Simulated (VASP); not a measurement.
In4Sb3As: single point with PBE

Crystal: In4Sb3As.

```xyz
8
Lattice="4.6214 0.0000 0.0000 0.0000 4.6214 0.0000 0.0000 0.0000 13.0170" Properties=species:S:1:pos:R:3 pbc="T T T"
As    0.0000    0.0000    0.0000
In    0.0000    2.3107   11.5508
In    2.3107    0.0000    8.1918
In    0.0000    2.3107    4.8252
In    2.3107    0.0000    1.4662
Sb    2.3107    2.3107    9.8699
Sb    0.0000    0.0000    6.5085
Sb    2.3107    2.3107    3.1471
```

```json
{
 "Program": "VASP 6.6.1",
 "Task": "single point",
 "Functional": "PBE",
 "Potentials or basis": "VASP PAW PBE potentials, release 64 (As, In_d, Sb)",
 "Cutoff": "520 eV",
 "k mesh": "4 × 4 × 2",
 "Occupations": "fermi-dirac, width 0.02 eV",
 "Spin": "no spin polarisation",
 "Dipole correction": "no",
 "Further INCAR settings": "ALGO = Normal; EDIFF = 1e-06; NBANDS = 46"
}
```

| Property | Result |
| --- | --- |
| Pressure | 0.1 GPa |
| Largest force | 0.004 eV/Å |
| Band gap on the k mesh | zero (filled and empty bands touch) |

Forces on the atoms (eV/Å):
```
As   0.000  0.000  0.000
In   0.000  0.000  0.004
In   0.000  0.000  0.000
In   0.000  0.000  0.000
In   0.000  0.000 -0.004
Sb   0.000  0.000 -0.002
Sb   0.000  0.000  0.000
Sb   0.000  0.000  0.002
```

Stress tensor (GPa, compression positive):
```
 0.24  0.00  0.00
 0.00  0.24  0.00
 0.00  0.00 -0.17
```

Levels at points of the mesh, in eV from the Fermi level:
| k point | band 33 | band 34 | band 35 | band 36 | band 37 | band 38 | band 39 | band 40 |
| --- | --- | --- | --- | --- | --- | --- | --- | --- |
| (0.00, 0.00, 0.00) | -1.17 | -0.68 | -0.04 | 0.00 | 0.00 | 1.34 | 1.47 | 1.67 |
| (0.50, 0.00, 0.00) | -0.93 | -0.84 | -0.81 | -0.78 | 0.24 | 0.62 | 1.82 | 2.14 |
| (0.50, 0.50, 0.00) | -2.12 | -2.08 | -2.08 | -2.03 | 1.41 | 1.47 | 1.47 | 1.52 |
| (0.00, 0.00, 0.50) | -0.61 | -0.61 | -0.38 | -0.38 | 1.14 | 1.16 | 1.46 | 1.51 |
| (0.50, 0.00, 0.50) | -1.45 | -0.82 | -0.81 | -0.80 | 0.96 | 1.41 | 1.47 | 1.57 |
| (0.50, 0.50, 0.50) | -2.35 | -2.35 | -2.29 | -2.24 | 2.11 | 2.11 | 2.19 | 2.21 |

Wall time 3.2 min on 1 thread of AMD EPYC 7R43 64-Core Processor (Zen 3), with other jobs on the host, peak memory 0.38 GiB.

Caveat: semilocal functionals underestimate gaps, so a narrow gap can read as zero; spin-orbit coupling is left out, which moves the levels of the heavy elements.
